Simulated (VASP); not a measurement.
# Al: single point with PBEsol

Al:

```xyz
1
Lattice="0.0000 1.9457 1.9457 1.9457 0.0000 1.9457 1.9457 1.9457 0.0000" Properties=species:S:1:pos:R:3 pbc="T T T"
Al    0.0000    0.0000    0.0000
```

This cell differs from its parent crystal: volume scaled by 0.91.

```
Program                : VASP 6.6.1
Task                   : single point
Functional             : PBEsol
Potentials or basis    : VASP PAW PBE potentials, release 64 (Al)
Cutoff                 : 520 eV
k mesh                 : 18 × 18 × 18
Occupations            : gaussian, width 0.1 eV
Spin                   : no spin polarisation
Dipole correction      : no
Further INCAR settings : ALGO = Normal; EDIFF = 1e-07; NBANDS = 8
```

- Pressure: 9.5 GPa

Levels at points of the mesh, in eV from the Fermi level:
```csv
k point,band 1,band 2,band 3,band 4,band 5,band 6
"(0.00, 0.00, 0.00)",-11.93,13.24,13.24,13.24,15.64,15.64
"(0.50, 0.00, 0.00)",-5.05,-4.53,11.97,11.97,12.67,12.67
"(0.50, 0.50, 0.00)",-3.19,-1.65,5.28,6.15,6.15,10.21
```

It took 20 s on 1 thread of Intel Xeon 8259CL, with other jobs on the host, peak memory 0.13 GiB.

Caveat: the PAW data sets were made with another functional, which shifts forces and pressure a little.
